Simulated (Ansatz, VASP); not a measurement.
# Two plane-wave programs on TiN

File INCAR:

```
ALGO = Normal
EDIFF = 1E-7
ENCUT = 520
GGA = PE
ISIF = 2
ISMEAR = 0
LASPH = T
LCHARG = F
LREAL = F
LWAVE = F
NBANDS = 16
NELM = 60
PREC = Accurate
SIGMA = 0.1
```

The input KPOINTS:

```
k-points
0
Gamma
  18 18 18
```

Contents of POSCAR:

```
TiN
1.0
    0.0000000000      2.0800192086      2.0800192086
    2.0800192086      0.0000000000      2.0800192086
    2.0800192086      2.0800192086      0.0000000000
Ti N
1 1
Direct
    0.0000000000      0.0000000000      0.0000000000
    0.5000000000      0.5000000000      0.5000000000
```

Input for Ansatz:

```yaml
crystal:
  lattice:
    - [0.0, 2.0800192085, 2.0800192085]
    - [2.0800192085, 0.0, 2.0800192085]
    - [2.0800192085, 2.0800192085, 0.0]
  atoms:
    - { symbol: Ti, position: [0.0, 0.0, 0.0] }
    - { symbol: "N", position: [0.5, 0.5, 0.5] }
basis:
  ecutwfc: 420
kpoints:
  mp_grid: { grid: [18, 18, 18] }
hamiltonian:
  xc: pbe
scf:
  occupations: { method: gaussian, width: 0.1 }
output:
  forces: true
  stress: true
  eigenvalues: true
```

Alike in both runs: task single point; functional PBE; k mesh 18 × 18 × 18; occupations gaussian, width 0.1 eV; no spin polarisation.

|  | VASP | Ansatz |
| --- | --- | --- |
| version | VASP 6.6.1 | Ansatz 0.2.0 |
| potentials or method | VASP PAW PBE potentials, release 64 (Ti_sv, N), cutoff 520 eV | scalar-relativistic, plane waves, PAW |
| valence electrons in the cell | 17 | 17 |

|  | VASP | Ansatz | Ansatz less VASP |
| --- | --- | --- | --- |
| gap on the k mesh at the Fermi level (eV) | none | none | - |
| pressure (GPa) | 20.1 | 19.6 | -0.50 |

A gap of «none» marks a metal or a gap that the smearing closes.
